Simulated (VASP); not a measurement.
# Ni (Fm-3m) in VASP: a series of runs, part 2 of 2

VASP 6.6.1. The steps go on from the part before.

**3. Single point, PBE, collinear spin, ferromagnetic start (10.89 Å³/atom)**

INCAR

```
SYSTEM = Ni
PREC = Accurate
ENCUT = 520
EDIFF = 1E-7
ISMEAR = 0
SIGMA = 0.15
LREAL = .FALSE.
LASPH = .TRUE.
NELM = 150
ALGO = Normal
ISIF = 2
LWAVE = .FALSE.
LCHARG = .FALSE.
ISPIN = 2
MAGMOM = 1
LORBIT = 11
NUPDOWN = 1.0
LMAXMIX = 4
GGA = PE
NBANDS = 15
```

KPOINTS

```
regular mesh
0
G
  24 24 24
  0 0 0
```

POSCAR

```
Ni
1.0
    0.0000000000      1.7591360705      1.7591360705
    1.7591360705      0.0000000000      1.7591360705
    1.7591360705      1.7591360705      0.0000000000
Ni
1
Direct
    0.0000000000      0.0000000000      0.0000000000
```

Potentials or basis: VASP PAW PBE potentials, release 64 (Ni).

Started as:

```bash
$ cat potpaw_PBE.64/Ni/POTCAR > POTCAR
$ mpirun -np 1 vasp_std > vasp.out
```

OUTCAR:

```text
SYSTEM = Ni
   PREC = Accurate
   ENCUT = 520
   EDIFF = 1E-7
   ISMEAR = 0
   LREAL = .FALSE.
   LASPH = .TRUE.
   NELM = 150
   ISIF = 2
   ISPIN = 2
   LORBIT = 11
   NUPDOWN = 1.0
   GGA = PE

 ion  position               nearest neighbor table
   1  0.000  0.000  0.000-

  LATTYP: Found a face centered cubic cell.
 ALAT       =     3.5182721410

  Lattice vectors:

 A1 = (   0.0000000000,   1.7591360705,   1.7591360705)
 A2 = (   1.7591360705,   0.0000000000,   1.7591360705)
 A3 = (   1.7591360705,   1.7591360705,   0.0000000000)

Analysis of symmetry for initial positions (statically):
=====================================================================
 Subroutine PRICEL returns:
 Original cell was already a primitive cell.

 Routine SETGRP: Setting up the symmetry group for a
 face centered cubic supercell.

 Subroutine GETGRP returns: Found 48 space group operations
 (whereof 48 operations were pure point group operations)
 out of a pool of 48 trial point group operations.

The static configuration has the point symmetry O_h .

Analysis of symmetry for dynamics (positions and initial velocities):
=====================================================================
 Subroutine PRICEL returns:
 Original cell was already a primitive cell.

 Routine SETGRP: Setting up the symmetry group for a
 face centered cubic supercell.

 Subroutine GETGRP returns: Found 48 space group operations
 (whereof 48 operations were pure point group operations)
 out of a pool of 48 trial point group operations.

The dynamic configuration has the point symmetry O_h .

Analysis of structural, dynamic, and magnetic symmetry:
=====================================================================
 Subroutine PRICEL returns:
 Original cell was already a primitive cell.

 Routine SETGRP: Setting up the symmetry group for a
 face centered cubic supercell.
[... 161 lines left out ...]
  band No.  band energies     occupation
      1       0.2895      1.00000
      2       6.6269      1.00000
      3       6.6269      1.00000
      4       6.6269      1.00000
      5       7.7896      1.00000
      6       7.7896      1.00000
      7      33.0333      0.00000
      8      36.8623      0.00000
      9      36.8623      0.00000
     10      36.8623      0.00000
     11      39.7508      0.00000
     12      39.7508      0.00000
     13      39.7508      0.00000
     14      42.7842      0.00000
[... 403 lines left out ...]
      4       7.9069      1.00000
      5       8.4131      1.00000
      6       8.9825      1.00000
      7      15.6204      0.00000
      8      31.3131      0.00000
      9      33.0223      0.00000
     10      33.7320      0.00000
     11      37.4177      0.00000
     12      37.9173      0.00000
     13      43.2547      0.00000
     14      52.7519      0.00000
     15      54.4963      0.00000

 [... further k-points ...]

 spin component 2

 k-point     1 :       0.0000    0.0000    0.0000
  band No.  band energies     occupation
      1       0.3917      1.00000
      2       7.7203      1.00000
      3       7.7203      1.00000
      4       7.7203      1.00000
      5       8.7164      1.00000
      6       8.7164      1.00000
      7      32.9829      0.00000
      8      36.9918      0.00000
      9      36.9918      0.00000
     10      36.9918      0.00000
     11      40.0250      0.00000
     12      40.0250      0.00000
     13      40.0250      0.00000
     14      42.8138      0.00000
[... 403 lines left out ...]
      4       8.4666      1.00000
      5       9.5258      0.00550
      6       9.7394      0.00000
      7      16.2127      0.00000
      8      31.3245      0.00000
      9      33.2638      0.00000
     10      33.9752      0.00000
     11      37.6116      0.00000
     12      38.1258      0.00000
     13      43.5481      0.00000
     14      53.1535      0.00000
     15      55.5560      0.00000

 [... further k-points ...]

------------------------ aborting loop because EDIFF is reached ----------------------------------------

  FORCE on cell =-STRESS in cart. coord.  units (eV):
  Direction    XX          YY          ZZ          XY          YZ          ZX
  --------------------------------------------------------------------------------------
  -------------------------------------------------------------------------------------
  Total        0.2312842      0.2312842      0.2312842      0.0000000     -0.0000000      0.0000000
  in kB       34.0351999     34.0351999     34.0351999      0.0000000     -0.0000000      0.0000000
  external PRESSURE =      34.0351999 kB  Pullay stress =       0.0000000 kB

 VOLUME and BASIS-vectors are now :
 -----------------------------------------------------------------------------
  energy-cutoff  :      520.00
  volume of cell :       10.89
      direct lattice vectors                 reciprocal lattice vectors
     0.000000000  1.759136071  1.759136071    -0.284230429  0.284230429  0.284230429
     1.759136071  0.000000000  1.759136071     0.284230429 -0.284230429  0.284230429
     1.759136071  1.759136071  0.000000000     0.284230429  0.284230429 -0.284230429

 POSITION                                       TOTAL-FORCE (eV/Angst)
 -----------------------------------------------------------------------------------
      0.00000      0.00000      0.00000         0.000000     -0.000000     -0.000000
 -----------------------------------------------------------------------------------
    total drift:                                0.000000      0.000000      0.000000

  FREE ENERGIE OF THE ION-ELECTRON SYSTEM (eV)
  ---------------------------------------------------
  free  energy   TOTEN  =        -5.3824476157 eV

  energy  without entropy=       -5.3668441009  energy(sigma->0) =       -5.37464586

 total charge

# of ion       s       p       d       tot
------------------------------------------
    1        0.511   0.522   8.264   9.297

 magnetization (x)

# of ion       s       p       d       tot
------------------------------------------
    1        0.009   0.007   0.977   0.993
```

OSZICAR:

```text
N       E                     dE             d eps       ncg     rms          rms(c)
DAV:   1     0.336078662865E+02    0.33608E+02   -0.41895E+03 26236   0.856E+02
DAV:   2    -0.504680794523E+01   -0.38655E+02   -0.35751E+02 28343   0.163E+02
DAV:   3    -0.646899375926E+01   -0.14222E+01   -0.14116E+01 30163   0.309E+01
DAV:   4    -0.647749308018E+01   -0.84993E-02   -0.84980E-02 30416   0.227E+00
DAV:   5    -0.647759805817E+01   -0.10498E-03   -0.10498E-03 30797   0.225E-01    0.103E+01
DAV:   6    -0.566762251572E+01    0.80998E+00   -0.13187E+01 35938   0.412E+01    0.589E+00
DAV:   7    -0.540005180393E+01    0.26757E+00   -0.17459E+00 32659   0.141E+01    0.223E+00
DAV:   8    -0.538706812420E+01    0.12984E-01   -0.14687E-02 29718   0.782E-01    0.123E+00
DAV:   9    -0.538297104405E+01    0.40971E-02   -0.28283E-03 39193   0.368E-01    0.257E-01
DAV:  10    -0.538244269924E+01    0.52834E-03   -0.15360E-03 37911   0.249E-01    0.509E-02
DAV:  11    -0.538244649913E+01   -0.37999E-05   -0.19182E-05 27694   0.493E-02    0.285E-02
DAV:  12    -0.538244765637E+01   -0.11572E-05   -0.20702E-06 36180   0.131E-02    0.700E-03
DAV:  13    -0.538244754861E+01    0.10776E-06   -0.30467E-07 30864   0.591E-03    0.908E-04
DAV:  14    -0.538244761571E+01   -0.67103E-07   -0.62015E-09 21511   0.665E-04
   1 F= -.53824476E+01 E0= -.53746459E+01  d E =-.156035E-01  mag=     1.0000
```

Wall time 73 s (1 thread of Intel Xeon 6975P-C (Granite Rapids), shared host); peak memory 0.21 GiB.

Results:

- Free energy: -5.3824 eV
- Pressure: 3.4 GPa
- Net moment: 1.00 μB per cell
- Site moments: Ni +0.99 μB
- Valence electrons inside the program's atomic spheres: Ni 9.30

Caveat: the cell stands under pressure; the total moment is fixed, so each spin has its own Fermi level.
